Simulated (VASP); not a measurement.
A run of VASP 6.6.1:

File INCAR:

```
PREC     = Accurate       # precision mode
ENCUT    = 600            # plane-wave cutoff, eV
EDIFF    = 1E-6           # SCF threshold, eV
ISMEAR   = 0              # smearing method
SIGMA    = 0.1            # smearing width, eV
LREAL    = F              # projectors in reciprocal space
LASPH    = T              # aspherical terms in the spheres
NELM     = 80             # most SCF steps
ALGO     = Normal         # electronic algorithm
ISIF     = 3              # what is computed and relaxed
LWAVE    = F              # write WAVECAR
LCHARG   = F              # write CHGCAR
GGA      = PE             # functional
IBRION   = 2              # ionic algorithm
NSW      = 90             # ionic steps
EDIFFG   = -0.04          # ionic threshold
```

KPOINTS

```
regular mesh
0
Gamma
  3 3 6
```

POSCAR

```
Te3O2
1.0
    6.1075864210      0.0000000000      0.0000000000
   -3.0537932105      5.2893249964      0.0000000000
    0.0000000000      0.0000000000      3.6750663685
Te O
3 2
Direct
    0.5000000000      0.0000000000      0.5000000000
    0.0000000000      0.5000000000      0.5000000000
    0.5000000000      0.5000000000      0.5000000000
    0.0000000000      0.0000000000      0.1703502008
    0.0000000000      0.0000000000      0.8296497992
```

Potentials or basis: VASP PAW PBE potentials, release 64 (Te, O).

The run is started by

```console
$ cat potpaw_PBE.64/Te/POTCAR potpaw_PBE.64/O/POTCAR > POTCAR
$ mpirun -np 1 vasp_std > vasp.out
```

Hardware: 1 thread of Intel(R) Xeon(R) Platinum 8259CL CPU @ 2.50GHz (Skylake/Cascade Lake) (shared host).

Question: How long does it take, and how much memory?

Answer: Run time: 9 min on 1 thread of Intel(R) Xeon(R) Platinum 8259CL CPU @ 2.50GHz (Skylake/Cascade Lake), on a shared host, peak memory 0.28 GiB. Counts: scf iterations 190, k points 12, ion steps 23.
